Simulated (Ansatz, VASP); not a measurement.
**Sb in VASP and in Ansatz**

```
Sb
1.0
     0.00000    3.51339    3.51339
     3.51339    0.00000    3.51339
     3.51339    3.51339    0.00000
Sb
2
Direct
  0.87500 0.87500 0.87500
  0.12500 0.12500 0.12500
```

Alike in both runs: functional PBE; k mesh 11 × 11 × 11; occupations fermi-dirac, width 0.05 eV; no spin polarisation.

Ansatz relaxed the structure, and its values are those at the end. VASP's run is a single point on that final structure, the one shown.

|  | VASP | Ansatz |
| --- | --- | --- |
| version | VASP 6.6.1 | Ansatz 0.2.0 |
| potentials or method | VASP PAW PBE potentials, release 64 (Sb), cutoff 520 eV | all-electron LAPW, non-relativistic |

```tsv
	VASP	Ansatz	Ansatz less VASP
pressure (GPa)	-0.5	0.0	+0.53
```

Ansatz ran all-electron here, and VASP with PAW potentials.

Spin-orbit coupling is off throughout.
